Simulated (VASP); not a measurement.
# Tl2FeH6 (Fm-3m) in VASP: single point with PBE

Aim: the single point of Tl2FeH6 with PBE.

All numbers are computed with VASP 6.6.1; they aren't measurements. Logs are shortened: lines on timing, memory, paths and dates and some standing lists are left out, and cuts for length are marked.

## 1. The cell of the first run

Symmetry: Fm-3m, No. 225, cubic system. The conventional cell has a = 7.022 Å, b = 7.022 Å, c = 7.022 Å, α = 90.00°, β = 90.00°, γ = 90.00°. H (site symmetry 4mm) has 1 Fe at 1.70 Å within 2.3 Å. Within 2.3 Å of Fe (site symmetry m-3m) lie 6 H at 1.70 Å. Within 3.3 Å of Tl (site symmetry -43m) lie 12 H at 2.48 Å and 4 Fe at 3.04 Å.

## 2. Single point, PBE

INCAR

```
SYSTEM = Tl2FeH6
  PREC = Accurate
  ENCUT = 500
  EDIFF = 1E-6
  ISMEAR = -1
  SIGMA = 0.1
  LREAL = .FALSE.
  LASPH = .TRUE.
  NELM = 120
  ALGO = Normal
  ISIF = 2
  LWAVE = .FALSE.
  LCHARG = .FALSE.
  GGA = PE
  NBANDS = 30
  ISYM = -1
  GGA_COMPAT = .FALSE.
```

KPOINTS

```
explicit points
63
Reciprocal
  0.10000000   0.10000000   0.10000000 2
  0.10000000   0.10000000   0.30000000 2
  0.10000000   0.10000000   0.50000000 2
  0.10000000   0.10000000   0.70000000 2
  0.10000000   0.10000000   0.90000000 2
  0.10000000   0.30000000   0.10000000 2
  0.10000000   0.30000000   0.30000000 2
  0.10000000   0.30000000   0.50000000 2
  0.10000000   0.30000000   0.70000000 2
  0.10000000   0.30000000   0.90000000 2
  0.10000000   0.50000000   0.10000000 2
  0.10000000   0.50000000   0.30000000 2
  0.10000000   0.50000000   0.50000000 2
  0.10000000   0.50000000   0.70000000 2
  0.10000000   0.50000000   0.90000000 2
  0.10000000   0.70000000   0.10000000 2
  0.10000000   0.70000000   0.30000000 2
  0.10000000   0.70000000   0.50000000 2
  0.10000000   0.70000000   0.70000000 2
  0.10000000   0.70000000   0.90000000 2
  0.10000000   0.90000000   0.10000000 2
  0.10000000   0.90000000   0.30000000 2
  0.10000000   0.90000000   0.50000000 2
  0.10000000   0.90000000   0.70000000 2
  0.10000000   0.90000000   0.90000000 2
  0.30000000   0.10000000   0.10000000 2
  0.30000000   0.10000000   0.30000000 2
  0.30000000   0.10000000   0.50000000 2
  0.30000000   0.10000000   0.70000000 2
  0.30000000   0.10000000   0.90000000 2
  0.30000000   0.30000000   0.10000000 2
  0.30000000   0.30000000   0.30000000 2
  0.30000000   0.30000000   0.50000000 2
  0.30000000   0.30000000   0.70000000 2
  0.30000000   0.30000000   0.90000000 2
  0.30000000   0.50000000   0.10000000 2
  0.30000000   0.50000000   0.30000000 2
  0.30000000   0.50000000   0.50000000 2
  0.30000000   0.50000000   0.70000000 2
  0.30000000   0.50000000   0.90000000 2
  0.30000000   0.70000000   0.10000000 2
  0.30000000   0.70000000   0.30000000 2
  0.30000000   0.70000000   0.50000000 2
  0.30000000   0.70000000   0.70000000 2
  0.30000000   0.70000000   0.90000000 2
  0.30000000   0.90000000   0.10000000 2
  0.30000000   0.90000000   0.30000000 2
  0.30000000   0.90000000   0.50000000 2
  0.30000000   0.90000000   0.70000000 2
  0.30000000   0.90000000   0.90000000 2
  0.50000000   0.10000000   0.10000000 2
  0.50000000   0.10000000   0.30000000 2
  0.50000000   0.10000000   0.50000000 2
  0.50000000   0.10000000   0.70000000 2
  0.50000000   0.10000000   0.90000000 2
  0.50000000   0.30000000   0.10000000 2
  0.50000000   0.30000000   0.30000000 2
  0.50000000   0.30000000   0.50000000 2
  0.50000000   0.30000000   0.70000000 2
  0.50000000   0.30000000   0.90000000 2
  0.50000000   0.50000000   0.10000000 2
  0.50000000   0.50000000   0.30000000 2
  0.50000000   0.50000000   0.50000000 1
```

POSCAR

```
Tl2FeH6
1.0
    0.0000000000      3.5111160000      3.5111160000
    3.5111160000      0.0000000000      3.5111160000
    3.5111160000      3.5111160000      0.0000000000
H Fe Tl
6 1 2
Direct
    0.7580000000      0.2420000000      0.2420000000
    0.2420000000      0.7580000000      0.2420000000
    0.2420000000      0.7580000000      0.7580000000
    0.7580000000      0.2420000000      0.7580000000
    0.2420000000      0.2420000000      0.7580000000
    0.7580000000      0.7580000000      0.2420000000
    0.0000000000      0.0000000000      0.0000000000
    0.2500000000      0.2500000000      0.2500000000
    0.7500000000      0.7500000000      0.7500000000
```

Potentials or basis: VASP PAW PBE potentials, release 64 (H, Fe, Tl_d).

Command:

```bash
$ cat potpaw_PBE.64/H/POTCAR potpaw_PBE.64/Fe/POTCAR potpaw_PBE.64/Tl_d/POTCAR > POTCAR
$ mpirun -np 1 vasp_std > vasp.out
```

OUTCAR:

```text
SYSTEM = Tl2FeH6
   PREC = Accurate
   ENCUT = 500
   EDIFF = 1E-6
   ISMEAR = -1
   LREAL = .FALSE.
   LASPH = .TRUE.
   NELM = 120
   ISIF = 2
   GGA = PE
   ISYM = -1

 ion  position               nearest neighbor table
   1  0.758  0.242  0.242-   7 1.70   9 2.48   9 2.48   8 2.48   8 2.48
   2  0.242  0.758  0.242-   7 1.70   9 2.48   9 2.48   8 2.48   8 2.48
   3  0.242  0.758  0.758-   7 1.70   9 2.48   9 2.48   8 2.48   8 2.48
   4  0.758  0.242  0.758-   7 1.70   9 2.48   9 2.48   8 2.48   8 2.48
   5  0.242  0.242  0.758-   7 1.70   9 2.48   9 2.48   8 2.48   8 2.48
   6  0.758  0.758  0.242-   7 1.70   9 2.48   9 2.48   8 2.48   8 2.48
   7  0.000  0.000  0.000-   1 1.70   2 1.70   3 1.70   4 1.70   5 1.70   6 1.70   8 3.04   9 3.04
                             9 3.04   9 3.04   9 3.04   8 3.04   8 3.04   8 3.04
   8  0.250  0.250  0.250-   1 2.48   4 2.48   6 2.48   2 2.48   3 2.48   6 2.48   3 2.48   4 2.48
                             5 2.48   1 2.48   2 2.48   5 2.48   7 3.04   7 3.04   7 3.04   7 3.04
   9  0.750  0.750  0.750-   3 2.48   4 2.48   6 2.48   1 2.48   2 2.48   6 2.48   1 2.48   4 2.48
                             5 2.48   2 2.48   3 2.48   5 2.48   7 3.04   7 3.04   7 3.04   7 3.04

IMPORTANT INFORMATION: All symmetrisations will be switched off!
NOSYMM: (Re-)initialisation of all symmetry stuff for point group C_1.

----------------------------------------------------------------------------------------

                                     Primitive cell

  volume of cell :      86.5696

  direct lattice vectors                    reciprocal lattice vectors
     0.000000000  3.511116000  3.511116000    -0.142404865  0.142404865  0.142404865
     3.511116000  0.000000000  3.511116000     0.142404865 -0.142404865  0.142404865
     3.511116000  3.511116000  0.000000000     0.142404865  0.142404865 -0.142404865

  length of vectors
     4.965467866  4.965467866  4.965467866     0.246652461  0.246652461  0.246652461

  position of ions in fractional coordinates (direct lattice)
     0.758000000  0.242000000  0.242000000
     0.242000000  0.758000000  0.242000000
     0.242000000  0.758000000  0.758000000
     0.758000000  0.242000000  0.758000000
     0.242000000  0.242000000  0.758000000
     0.758000000  0.758000000  0.242000000
     0.000000000  0.000000000  0.000000000
     0.250000000  0.250000000  0.250000000
     0.750000000  0.750000000  0.750000000

  ion indices of the primitive-cell ions
   primitive index   ion index
                 1           1
                 2           2
                 3           3
                 4           4
                 5           5
                 6           6
                 7           7
                 8           8
                 9           9

[... 63 lines left out ...]
   PSTRESS=    0.0 pullay stress
   NELECT =      40.0000    total number of electrons
   NUPDOWN=      -1.0000    fix difference up-down
   EMIN   =  10.00;   EMAX   =-10.00  energy-range for DOS
   EFERMI =   0.00;   METHOD = LEGACY
   ISMEAR =    -1;   SIGMA  =   0.10  broadening in eV -4-tet -1-fermi 0-gaus
   EFERMI_NEDOS =   21; number of points for ismear=-14 and -15
   IALGO  =     38    algorithm
   IMIX   =      4    mixing-type and parameters
     AMIX     =   0.40;   BMIX     =  1.00
     AMIX_MAG =   1.60;   BMIX_MAG =  1.00
  volume/ion in A,a.u.               =       9.62        64.91
  Fermi-wavevector in a.u.,A,eV,Ry     =   1.265629  2.391691 21.794030  1.601816
  Thomas-Fermi vector in A             =   2.398872
   LORBIT       =      0    0 simple, 1 ext, 2 COOP (PROOUT), +10 PAW based schemes
   GGA     = PE    functional components
   LHFCALC =     F    Hartree Fock is set to
   AEXX    =    0.0000 exact exchange contribution
   IVDW    =     0    specifies the selected vdW correction
   LEPSILON=     F    determine dielectric tensor
   LRPA    =     F    only Hartree local field effects (RPA)
 non-spin polarized calculation
  energy-cutoff  :      500.00
  volume of cell :       86.57
 maximum number of plane-waves:      2210
 NGX is ok and might be reduce to    36
   NGX = 19   NGY = 19   NGZ = 19

 number of electron      39.9999998 magnetization

 Free energy of the ion-electron system (eV)
  ---------------------------------------------------
  ext. energy  EPLUGINS =         0.00000000
  ---------------------------------------------------
  free energy    TOTEN  =       -29.49504086 eV

  energy without entropy =      -29.37839176  energy(sigma->0) =      -29.43671631

 E-fermi :   5.1253     XC(G=0): -10.6589

 val. band max:        5.1232424831   @ k =   0.3000   0.5000   0.3000
 cond. band min:       5.1498446538   @ k =   0.5000   0.5000   0.5000
 fundamental gap:      0.0266021706
 Fermi energy:         5.1252653769

 k-point     1 :       0.1000    0.1000    0.1000
  band No.  band energies     occupation
      1      -6.3252      2.00000
      2      -6.3252      2.00000
      3      -6.2776      2.00000
      4      -6.2666      2.00000
      5      -6.2666      2.00000
      6      -5.7633      2.00000
[... 781 lines left out ...]
     29      12.0134      0.00000
     30      13.3532      0.00000

 [... further k-points ...]

------------------------ aborting loop because EDIFF is reached ----------------------------------------

  FORCE on cell =-STRESS in cart. coord.  units (eV):
  Direction    XX          YY          ZZ          XY          YZ          ZX
  --------------------------------------------------------------------------------------
  -------------------------------------------------------------------------------------
  Total        0.6160097      0.6160026      0.6159811      0.0169797      0.0169785      0.0169787
  in kB       11.4007279     11.4005980     11.4001983      0.3142491      0.3142285      0.3142314
  external PRESSURE =      11.4005081 kB  Pullay stress =       0.0000000 kB

 VOLUME and BASIS-vectors are now :
 -----------------------------------------------------------------------------
  energy-cutoff  :      500.00
  volume of cell :       86.57
      direct lattice vectors                 reciprocal lattice vectors
     0.000000000  3.511116000  3.511116000    -0.142404865  0.142404865  0.142404865
     3.511116000  0.000000000  3.511116000     0.142404865 -0.142404865  0.142404865
     3.511116000  3.511116000  0.000000000     0.142404865  0.142404865 -0.142404865

 POSITION                                       TOTAL-FORCE (eV/Angst)
 -----------------------------------------------------------------------------------
      1.69938      3.51112      3.51112        -0.836401      0.001959      0.001958
      3.51112      1.69938      3.51112         0.001958     -0.836403      0.001958
      5.32285      3.51112      3.51112         0.836400     -0.001959     -0.001959
      3.51112      5.32285      3.51112        -0.001959      0.836403     -0.001958
      3.51112      3.51112      1.69938         0.001959      0.001958     -0.836409
      3.51112      3.51112      5.32285        -0.001959     -0.001959      0.836408
      0.00000      0.00000      0.00000         0.000000      0.000000      0.000000
      1.75556      1.75556      1.75556        -0.002330     -0.002330     -0.002330
      5.26667      5.26667      5.26667         0.002330      0.002330      0.002330
 -----------------------------------------------------------------------------------
    total drift:                                0.000001      0.000000      0.000000

  FREE ENERGIE OF THE ION-ELECTRON SYSTEM (eV)
  ---------------------------------------------------
  free  energy   TOTEN  =       -29.4950408636 eV

  energy  without entropy=      -29.3783917554  energy(sigma->0) =      -29.43671631
```

Wall time 1.8 min (1 thread of Intel Xeon Platinum 8488C (Sapphire Rapids), shared host); peak memory 0.29 GiB.

Results:

```
Free energy            : -29.4950 eV
Pressure               : 1.1 GPa
Largest force          : 0.836 eV/Å
Band gap on the k mesh : zero (bands 20 and 21 overlap by 0.13 eV)
```

Forces on the atoms (eV/Å):
```
H   -0.836  0.002  0.002
H    0.002 -0.836  0.002
H    0.836 -0.002 -0.002
H   -0.002  0.836 -0.002
H    0.002  0.002 -0.836
H   -0.002 -0.002  0.836
Fe   0.000  0.000  0.000
Tl  -0.002 -0.002 -0.002
Tl   0.002  0.002  0.002
```

Levels at points of the mesh, in eV from the Fermi level:
```
           k point  band 17  band 18  band 19  band 20  band 21  band 22  band 23  band 24
(0.50, 0.50, 0.50)    -2.66    -1.30    -1.30    -1.14     0.02     1.54     1.54     4.58
```

Caveat: spin-orbit coupling is left out, which moves the levels of the heavy elements; the run has no spin polarisation, though such a crystal can be magnetic. Spin polarisation is off, so any magnetic state and its effect on volume and gap are missing.

The gap in the log of VASP goes by the Fermi energy; the results here count the filled bands.